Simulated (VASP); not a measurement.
# Pt (I4/mmm) in VASP: a series of runs

Pt is run at these levels: r2SCAN; tasks: single point.

Everything below comes from runs of VASP 6.6.1. Logs are shortened: lines on timing, memory, paths and dates and some standing lists are left out, and cuts for length are marked.

## (1) The cell of the first run

Symmetry: I4/mmm, No. 139, tetragonal system. Conventional cell: a = 2.769 Å, b = 2.769 Å, c = 4.112 Å, α = 90.00°, β = 90.00°, γ = 90.00°. Pt (site symmetry 4/mmm) has 12 Pt at 2.77 to 2.84 Å within 3.6 Å.

## (2) Single point, r2SCAN (strain +0.000 along x and y, +0.050 along z)

Contents of POSCAR:

```
Pt
1.0
    0.0000000000      1.9579000000      2.0557950000
    1.9579000000      0.0000000000      2.0557950000
    1.9579000000      1.9579000000      0.0000000000
Pt
1
Direct
    0.0000000000      0.0000000000      0.0000000000
```

Contents of INCAR.step1:

```
SYSTEM = Pt
PREC     = Accurate       ! precision mode
ENCUT    = 520            ! plane-wave cutoff, eV
ISMEAR   = 0              ! smearing method
SIGMA    = 0.15           ! smearing width, eV
LREAL    = .FALSE.        ! projectors in reciprocal space
LASPH    = .TRUE.         ! aspherical terms in the spheres
NELM     = 60             ! most SCF steps
NBANDS   = 11             ! bands
GGA      = PE             ! functional
ALGO     = Normal         ! electronic algorithm
EDIFF    = 1E-4           ! SCF threshold, eV
LWAVE    = .TRUE.         ! write WAVECAR
LCHARG   = .FALSE.        ! write CHGCAR
```

Contents of INCAR.step2:

```
SYSTEM = Pt
PREC     = Accurate       ! precision mode
ENCUT    = 520            ! plane-wave cutoff, eV
EDIFF    = 1E-6           ! SCF threshold, eV
ISMEAR   = 0              ! smearing method
SIGMA    = 0.15           ! smearing width, eV
LREAL    = .FALSE.        ! projectors in reciprocal space
LASPH    = .TRUE.         ! aspherical terms in the spheres
NELM     = 60             ! most SCF steps
ALGO     = Normal         ! electronic algorithm
ISIF     = 2              ! what is computed and relaxed
LWAVE    = .FALSE.        ! write WAVECAR
LCHARG   = .TRUE.         ! write CHGCAR
METAGGA  = R2SCAN         ! meta-GGA
LMIXTAU  = .TRUE.       
LELF     = .TRUE.         ! ELF
LVHAR    = .TRUE.       
NBANDS   = 11             ! bands
ISTART   = 1
```

Contents of KPOINTS:

```
Automatic mesh
0
G
  20 20 20
  0 0 0
```

Potentials or basis: VASP PAW PBE potentials, release 64 (Pt).

Run with:

```console
$ cat potpaw_PBE.64/Pt/POTCAR > POTCAR
$ cp INCAR.step1 INCAR
$ mpirun -np 1 vasp_std > vasp.out
$ cp INCAR.step2 INCAR
$ mpirun -np 1 vasp_std > vasp.out
```

OUTCAR:

```text
SYSTEM = Pt
   PREC = Accurate
   ENCUT = 520
   EDIFF = 1E-6
   ISMEAR = 0
   LREAL = .FALSE.
   LASPH = .TRUE.
   NELM = 60
   ISIF = 2
   METAGGA = R2SCAN
   ISTART = 1

 ion  position               nearest neighbor table
   1  0.000  0.000  0.000-

  LATTYP: Found a body centered tetragonal cell.
 ALAT       =     2.7688887338
 C/A-ratio  =     1.4849242405

  Lattice vectors:

 A1 = (  -1.9579000000,   0.0000000000,   2.0557950000)
 A2 = (   1.9579000000,   0.0000000000,   2.0557950000)
 A3 = (   0.0000000000,   1.9579000000,  -2.0557950000)

Analysis of symmetry for initial positions (statically):
=====================================================================
 Subroutine PRICEL returns:
 Original cell was already a primitive cell.

 Routine SETGRP: Setting up the symmetry group for a
 body centered tetragonal supercell.

 Subroutine GETGRP returns: Found 16 space group operations
 (whereof 16 operations were pure point group operations)
 out of a pool of 16 trial point group operations.

The static configuration has the point symmetry D_4h.

Analysis of symmetry for dynamics (positions and initial velocities):
=====================================================================
 Subroutine PRICEL returns:
 Original cell was already a primitive cell.

 Routine SETGRP: Setting up the symmetry group for a
 body centered tetragonal supercell.

 Subroutine GETGRP returns: Found 16 space group operations
 (whereof 16 operations were pure point group operations)
 out of a pool of 16 trial point group operations.

The dynamic configuration has the point symmetry D_4h.

 Subroutine INISYM returns: Found 16 space group operations
 (whereof 16 operations are pure point group operations),
 and found     1 'primitive' translations

----------------------------------------------------------------------------------------

                                     Primitive cell

  volume of cell :      15.7613

  direct lattice vectors                    reciprocal lattice vectors
     0.000000000  1.957900000  2.055795000    -0.255375658  0.255375658  0.243214912
     1.957900000  0.000000000  2.055795000     0.255375658 -0.255375658  0.243214912
     1.957900000  1.957900000  0.000000000     0.255375658  0.255375658 -0.243214912

  length of vectors
     2.838955000  2.838955000  2.768888734     0.435415832  0.435415832  0.435415832

  position of ions in fractional coordinates (direct lattice)
[... 83 lines left out ...]
   ISIF   =      2    stress and relaxation
   ISYM   =      2    0-nonsym 1-usesym 2-fastsym
   POTIM  = 0.5000    time-step for ionic-motion
   TEBEG  =    0.0;   TEEND  =   0.0 temperature during run
   PSTRESS=    0.0 pullay stress
   NELECT =      10.0000    total number of electrons
   NUPDOWN=      -1.0000    fix difference up-down
   EMIN   =  10.00;   EMAX   =-10.00  energy-range for DOS
   EFERMI =   0.00;   METHOD = LEGACY
   ISMEAR =     0;   SIGMA  =   0.15  broadening in eV -4-tet -1-fermi 0-gaus
   EFERMI_NEDOS =   21; number of points for ismear=-14 and -15
   IALGO  =     38    algorithm
   IMIX   =      4    mixing-type and parameters
     AMIX     =   0.40;   BMIX     =  1.00
     AMIX_MAG =   1.60;   BMIX_MAG =  1.00
  volume/ion in A,a.u.               =      15.76       106.36
  Fermi-wavevector in a.u.,A,eV,Ry     =   1.406732  2.658337 26.924483  1.978894
  Thomas-Fermi vector in A             =   2.529062
   LORBIT       =      0    0 simple, 1 ext, 2 COOP (PROOUT), +10 PAW based schemes
   METAGGA = R2SCAN    functional components
   LHFCALC =     F    Hartree Fock is set to
   AEXX    =    0.0000 exact exchange contribution
   IVDW    =     0    specifies the selected vdW correction
   LEPSILON=     F    determine dielectric tensor
   LRPA    =     F    only Hartree local field effects (RPA)
 non-spin polarized calculation
 Gauss-broadening in eV      SIGMA  =   0.15
  energy-cutoff  :      520.00
  volume of cell :       15.76
 maximum number of plane-waves:       439
 NGX is ok and might be reduce to    24
   NGX = 11   NGY = 11   NGZ = 11

 number of electron      10.0000001 magnetization

 Free energy of the ion-electron system (eV)
  ---------------------------------------------------
  ext. energy  EPLUGINS =         0.00000000
  ---------------------------------------------------
  free energy    TOTEN  =       -51.49542640 eV

  energy without entropy =      -51.47528895  energy(sigma->0) =      -51.48535767

 E-fermi :  10.1801     XC(G=0): -14.3207

 val. band max:       10.1795844848   @ k =  -0.4500   0.1500   0.4000
 cond. band min:      10.1817537094   @ k =  -0.3500   0.4000   0.2000
 fundamental gap:      0.0021692246
 Fermi energy:        10.1801156695

 k-point     1 :       0.0000    0.0000    0.0000
  band No.  band energies     occupation
      1       0.2004      2.00000
      2       6.1783      2.00000
      3       6.7468      2.00000
      4       6.7468      2.00000
      5       8.2185      2.00000
      6       8.8642      2.00000
      7      25.8251      0.00000
      8      29.9509      0.00000
      9      31.0775      0.00000
     10      31.0775      0.00000
     11      36.4424      0.00000
[... 309 lines left out ...]
 k-point    24 :      -0.3500    0.0500    0.0000
  band No.  band energies     occupation
      1       3.1168      2.00000
      2       6.3421      2.00000
      3       6.9322      2.00000
      4       7.5772      2.00000
      5       9.3851      2.00000
      6      10.1616      1.13879
      7      19.4100      0.00000
      8      26.1114      0.00000
      9      30.0507      0.00000
     10      32.3401      0.00000
     11      35.9696      0.00000

 [... further k-points ...]

------------------------ aborting loop because EDIFF is reached ----------------------------------------

  FORCE on cell =-STRESS in cart. coord.  units (eV):
  Direction    XX          YY          ZZ          XY          YZ          ZX
  --------------------------------------------------------------------------------------
  -------------------------------------------------------------------------------------
  Total       -0.5020657     -0.5020657     -0.9499845      0.0000000      0.0000000     -0.0000000
  in kB      -51.0364381    -51.0364381    -96.5686734      0.0000000      0.0000000     -0.0000000
  external PRESSURE =     -66.2138499 kB  Pullay stress =       0.0000000 kB

 VOLUME and BASIS-vectors are now :
 -----------------------------------------------------------------------------
  energy-cutoff  :      520.00
  volume of cell :       15.76
      direct lattice vectors                 reciprocal lattice vectors
     0.000000000  1.957900000  2.055795000    -0.255375658  0.255375658  0.243214912
     1.957900000  0.000000000  2.055795000     0.255375658 -0.255375658  0.243214912
     1.957900000  1.957900000  0.000000000     0.255375658  0.255375658 -0.243214912

 POSITION                                       TOTAL-FORCE (eV/Angst)
 -----------------------------------------------------------------------------------
      0.00000      0.00000      0.00000        -0.000000      0.000000      0.000000
 -----------------------------------------------------------------------------------
    total drift:                               -0.000000      0.000000      0.000000

  FREE ENERGIE OF THE ION-ELECTRON SYSTEM (eV)
  ---------------------------------------------------
  free  energy   TOTEN  =       -51.4954264009 eV

  energy  without entropy=      -51.4752889480  energy(sigma->0) =      -51.48535767
```

OUTCAR.step1:

```text
SYSTEM = Pt
   PREC = Accurate
   ENCUT = 520
   ISMEAR = 0
   LREAL = .FALSE.
   LASPH = .TRUE.
   NELM = 60
[... 554 lines left out ...]
 -----------------------------------------------------------------------------------
      0.00000      0.00000      0.00000         0.000000      0.000000      0.000000
 -----------------------------------------------------------------------------------
    total drift:                               -0.000000      0.000000     -0.000000

  FREE ENERGIE OF THE ION-ELECTRON SYSTEM (eV)
  ---------------------------------------------------
  free  energy   TOTEN  =        -6.1014090695 eV

  energy  without entropy=       -6.0800354598  energy(sigma->0) =       -6.09072226
```

Run time: 7.3 min. Hardware: 1 thread of Oxide Virtual Turin-like, shared host; peak memory 0.21 GiB.

Results:

```yaml
Free_energy: -51.4954 eV
Pressure: -6.6 GPa
Band_gap_on_the_k_mesh: zero (bands 5 and 6 overlap by 2.47 eV)
```

Caveat: the cell differs from its parent crystal (strain +0.000 along x and y, +0.050 along z); the cell stands under tension; the PAW data sets were made with another functional, which shifts forces and pressure a little; spin-orbit coupling is left out, which moves the levels of the heavy elements.

## (3) Single point, r2SCAN (strain +0.025 along x and y, +0.000 along z)

Contents of POSCAR:

```
Pt
1.0
    0.0000000000      2.0068475000      1.9579000000
    2.0068475000      0.0000000000      1.9579000000
    2.0068475000      2.0068475000      0.0000000000
Pt
1
Direct
    0.0000000000      0.0000000000      0.0000000000
```

Contents of INCAR.step1:

```
SYSTEM = Pt
PREC = Accurate
ENCUT = 520
ISMEAR = 0
SIGMA = 0.15
LREAL = .False.
LASPH = .True.
NELM = 100
NBANDS = 11
GGA = PE
ALGO = Normal
EDIFF = 1E-4
LWAVE = .True.
LCHARG = .False.
```

Contents of INCAR.step2:

```
SYSTEM = Pt
PREC = Accurate
ENCUT = 520
EDIFF = 1E-7
ISMEAR = 0
SIGMA = 0.15
LREAL = .False.
LASPH = .True.
NELM = 100
ALGO = Normal
ISIF = 2
LWAVE = .False.
LCHARG = .True.
METAGGA = R2SCAN
LMIXTAU = .True.
LELF = .True.
LVHAR = .True.
NBANDS = 11
ISTART = 1
```

Contents of KPOINTS:

```
regular mesh
0
Gamma
  20 20 20
  0 0 0
```

Potentials or basis: VASP PAW PBE potentials, release 64 (Pt).

Run with:

```console
$ cat potpaw_PBE.64/Pt/POTCAR > POTCAR
$ cp INCAR.step1 INCAR
$ mpirun -np 1 vasp_std > vasp.out
$ cp INCAR.step2 INCAR
$ mpirun -np 1 vasp_std > vasp.out
```

Run time: 11 min. Hardware: 1 thread of Oxide Virtual Turin-like, shared host; peak memory 0.2 GiB.

It converged, with:

```yaml
Free_energy: -51.5006 eV
Pressure: -7.0 GPa
Band_gap_on_the_k_mesh: zero (bands 5 and 6 overlap by 2.27 eV)
```

Stress tensor (GPa, compression positive):
```
-7.53  0.00  0.00
 0.00 -7.53  0.00
 0.00  0.00 -5.93
```

Levels at points of the mesh, in eV from the Fermi level:
| k point | band 2 | band 3 | band 4 | band 5 | band 6 | band 7 | band 8 | band 9 |
| --- | --- | --- | --- | --- | --- | --- | --- | --- |
| (0.00, 0.00, 0.00) | -3.73 | -3.73 | -3.45 | -1.79 | -1.48 | 15.61 | 20.31 | 20.31 |
| (0.50, 0.00, 0.00) | -3.86 | -3.59 | -0.11 | -0.06 | 0.09 | 5.82 | 15.21 | 19.37 |
| (0.50, 0.50, 0.00) | -6.39 | -0.07 | 0.49 | 0.49 | 2.36 | 9.28 | 11.57 | 11.57 |
| (0.50, 0.00, 0.50) | -6.38 | -0.07 | 0.35 | 0.59 | 1.88 | 8.64 | 11.96 | 12.09 |

Caveat: the cell differs from its parent crystal (strain +0.025 along x and y, +0.000 along z); the cell stands under tension; the PAW data sets were made with another functional, which shifts forces and pressure a little; spin-orbit coupling is left out, which moves the levels of the heavy elements.

## (4) Single point, r2SCAN (strain +0.025 along x and y, +0.050 along z)

Contents of POSCAR:

```
Pt
1.0
    0.0000000000      2.0068475000      2.0557950000
    2.0068475000      0.0000000000      2.0557950000
    2.0068475000      2.0068475000      0.0000000000
Pt
1
Direct
    0.0000000000      0.0000000000      0.0000000000
```

Edit INCAR.step1 of step 3 so:

```diff
@@ -7,3 +7,3 @@
 LASPH = .True.
-NELM = 100
+NELM = 80
 NBANDS = 11
```

Edit INCAR.step2 of step 3 so:

```diff
@@ -3,3 +3,3 @@
 ENCUT = 520
-EDIFF = 1E-7
+EDIFF = 1E-6
 ISMEAR = 0
@@ -8,3 +8,3 @@
 LASPH = .True.
-NELM = 100
+NELM = 80
 ALGO = Normal
```

KPOINTS is that of step 3.

Run with:

```console
$ cat potpaw_PBE.64/Pt/POTCAR > POTCAR
$ cp INCAR.step1 INCAR
$ mpirun -np 1 vasp_std > vasp.out
$ cp INCAR.step2 INCAR
$ mpirun -np 1 vasp_std > vasp.out
```

Run time: 11 min. Hardware: 1 thread of Oxide Virtual Turin-like, shared host; peak memory 0.21 GiB.

The run converged. Its results:

```yaml
Free_energy: -51.4407 eV
Pressure: -16.8 GPa
Band_gap_on_the_k_mesh: zero (bands 5 and 6 overlap by 2.15 eV)
```

Stress tensor (GPa, compression positive):
```
-16.28   0.00   0.00
  0.00 -16.28   0.00
  0.00   0.00 -17.88
```

Levels at points of the mesh, in eV from the Fermi level:
```
           k point  band 1  band 2  band 3  band 4  band 5  band 6  band 7  band 8  band 9  band 10
(0.00, 0.00, 0.00)   -9.44   -3.53   -3.27   -3.27   -1.66   -1.37   15.71   19.98   20.48    20.48
(0.50, 0.00, 0.00)   -6.61   -3.56   -3.31   -0.05    0.07    0.09    5.46   15.29   19.01    19.50
(0.50, 0.50, 0.00)   -6.31   -5.91   -0.06    0.42    0.42    1.85    7.94   11.99   11.99    20.36
(0.50, 0.00, 0.50)   -6.27   -5.90   -0.08    0.33    0.55    2.29    8.54   11.51   11.60    20.00
```

Caveat: the cell differs from its parent crystal (strain +0.025 along x and y, +0.050 along z); the cell stands under tension; the PAW data sets were made with another functional, which shifts forces and pressure a little; spin-orbit coupling is left out, which moves the levels of the heavy elements.

## (5) Single point, r2SCAN (strain +0.050 along x and y, +0.025 along z)

Contents of POSCAR:

```
Pt
1.0
    0.0000000000      2.0557950000      2.0068475000
    2.0557950000      0.0000000000      2.0068475000
    2.0557950000      2.0557950000      0.0000000000
Pt
1
Direct
    0.0000000000      0.0000000000      0.0000000000
```

Contents of INCAR.step1:

```
SYSTEM = Pt
ALGO = Normal ; EDIFF = 1E-4
ENCUT = 520 ; GGA = PE
ISMEAR = 0 ; LASPH = .True.
LCHARG = .False. ; LREAL = .False.
LWAVE = .True. ; NBANDS = 11
NELM = 100 ; PREC = Accurate
SIGMA = 0.15
```

Contents of INCAR.step2:

```
SYSTEM = Pt
ALGO = Normal ; EDIFF = 1E-6
ENCUT = 520 ; ISIF = 2
ISMEAR = 0 ; ISTART = 1
LASPH = .True. ; LCHARG = .False.
LMIXTAU = .True. ; LREAL = .False.
LWAVE = .False. ; METAGGA = R2SCAN
NBANDS = 11 ; NELM = 100
PREC = Accurate ; SIGMA = 0.15
```

Contents of KPOINTS:

```
k-points
0
Gamma
  20 20 20
  0 0 0
```

Run with:

```console
$ cat potpaw_PBE.64/Pt/POTCAR > POTCAR
$ cp INCAR.step1 INCAR
$ mpirun -np 1 vasp_std > vasp.out
$ cp INCAR.step2 INCAR
$ mpirun -np 1 vasp_std > vasp.out
```

Run time: 12 min. Hardware: 1 thread of Oxide Virtual Turin-like, shared host; peak memory 0.22 GiB.

Results (log left out):

```
Free energy            : -51.3936 eV
Pressure               : -20.7 GPa
Band gap on the k mesh : zero (bands 5 and 6 overlap by 2.01 eV)
```

Stress tensor (GPa, compression positive):
```
-21.05   0.00   0.00
  0.00 -21.05   0.00
  0.00   0.00 -19.98
```

Levels at points of the mesh, in eV from the Fermi level:
```tsv
k point	band 2	band 3	band 4	band 5	band 6	band 7	band 8	band 9
(0.00, 0.00, 0.00)	-3.30	-3.30	-3.06	-1.59	-1.33	15.75	20.05	20.05
(0.50, 0.00, 0.00)	-3.42	-3.18	-0.06	0.07	0.19	5.29	15.32	18.79
(0.50, 0.50, 0.00)	-5.67	-0.07	0.43	0.43	2.48	8.49	11.32	11.32
(0.50, 0.00, 0.50)	-5.67	-0.08	0.30	0.51	2.05	7.91	11.72	11.80
```

Caveat: the cell differs from its parent crystal (strain +0.050 along x and y, +0.025 along z); the cell stands under tension; the PAW data sets were made with another functional, which shifts forces and pressure a little; spin-orbit coupling is left out, which moves the levels of the heavy elements.

## (6) Overview

```tsv
cell	gap on the mesh (eV)	pressure (GPa)
a = 2.839, b = 2.839, c = 2.769 Å, angles 60.8, 60.8, 58.4°, 1 atom	none	-6.6
a = 2.804, b = 2.804, c = 2.838 Å, angles 59.6, 59.6, 60.8°, 1 atom	none	-7.0
a = 2.873, b = 2.873, c = 2.838 Å, angles 60.4, 60.4, 59.2°, 1 atom	none	-16.8
a = 2.873, b = 2.873, c = 2.907 Å, angles 59.6, 59.6, 60.8°, 1 atom	none	-20.7
```

Alike in all rows: task single point; level r2SCAN; potentials or basis VASP PAW PBE potentials, release 64 (Pt); no spin polarisation; k mesh 20 × 20 × 20; cutoff (eV) 520; smearing gaussian 0.15 eV.

Caveats: the cell stands under tension; the PAW data sets were made with another functional, which shifts forces and pressure a little; spin-orbit coupling is left out, which moves the levels of the heavy elements.

Total energies depend on the potentials used, so only differences within one code and one set of settings carry meaning.
